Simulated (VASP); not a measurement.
Wanted: the native input for a VASP 6.6.1 run.

```yaml
Task: single point
Functional: PBE
Potentials_or_basis: VASP PAW PBE potentials, release 64 (Tl_d)
Cutoff: 520 eV
k_mesh: 18 × 18 × 10
Occupations: gaussian, width 0.15 eV
Spin: no spin polarisation
Dipole_correction: no
Further_INCAR_settings: ALGO = Fast; EDIFF = 1e-07; NBANDS = 20
```

The structure of Tl lies in POSCAR:

```
Tl
1.0
    3.6287982743      0.0000000000      0.0000000000
   -1.8143991372      3.1426314908      0.0000000000
    0.0000000000      0.0000000000      5.6631250000
Tl
2
Direct
    0.3333333333      0.6666666667      0.2500000000
    0.6666666667      0.3333333333      0.7500000000
```

This cell differs from its parent crystal: strain +0.050 along x and y, +0.025 along z.

These files were run (other wordings do the same):

INCAR

```
SYSTEM = Tl
PREC = Accurate
ENCUT = 520
EDIFF = 1E-7
ISMEAR = 0
SIGMA = 0.15
LREAL = .FALSE.
LASPH = .TRUE.
NELM = 60
ALGO = Fast
ISIF = 2
LWAVE = .FALSE.
LCHARG = .FALSE.
GGA = PE
NBANDS = 20
```

KPOINTS

```
regular mesh
0
G
  18 18 10
  0 0 0
```

Potentials or basis: VASP PAW PBE potentials, release 64 (Tl_d).

The run is started by

```sh
$ cat potpaw_PBE.64/Tl_d/POTCAR > POTCAR
$ mpirun -np 1 vasp_std > vasp.out
```

It gave:

The pressure is -0.7 GPa and the band gap on the k mesh is zero (bands 13 and 14 overlap by 5.19 eV).

Caveat: the cell differs from its parent crystal (strain +0.050 along x and y, +0.025 along z); spin-orbit coupling is left out, which moves the levels of the heavy elements.

It took 2.7 min on 1 thread of Intel(R) Xeon(R) Platinum 8488C (Sapphire Rapids) (shared host), peak memory 0.34 GiB.
